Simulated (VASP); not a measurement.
Crystal: Sn.

```
Sn
1.0
     0.00000    3.23808    3.23808
     3.23808    0.00000    3.23808
     3.23808    3.23808    0.00000
Sn
2
Direct
  0.50000 0.50000 0.50000
  0.75000 0.75000 0.75000
```

Base run:

```yaml
Program: VASP 6.6.1
Functional: LDA
Potentials_or_basis: VASP PAW LDA potentials, release 64 (Sn_d)
Cutoff: 520 eV
k_mesh: 9 × 9 × 9
Occupations: fermi-dirac, width 0.1 eV
Spin: no spin polarisation
```

Its results: band gap on the k mesh zero (band 14 reaches 5.52 eV, above the bottom of band 15 at 5.36 eV); pressure 0.0 GPa.

Task: After a change of settings the same cell gave: band gap on the k mesh zero (band 14 reaches 5.55 eV, above the bottom of band 15 at 5.37 eV); pressure 0.6 GPa. Which change was it?
A. occupations from fermi-dirac, width 0.1 eV to fermi-dirac, width 0.6 eV
B. occupations from fermi-dirac, width 0.1 eV to fermi-dirac, width 1 eV; further incar settings from ALGO = Normal; EDIFF = 1e-06; NBANDS = 21 to ALGO = Normal; EDIFF = 1e-07; NBANDS = 21
C. k mesh from 9 × 9 × 9 to 4 × 4 × 4
D. k mesh from 9 × 9 × 9 to 2 × 2 × 2; further incar settings from ALGO = Normal; EDIFF = 1e-06; NBANDS = 21 to ALGO = Normal; EDIFF = 1e-07; NBANDS = 21

Result: C.

Caveats: some runs use coarse meshes; spin-orbit coupling is left out, which moves the levels of the heavy elements.
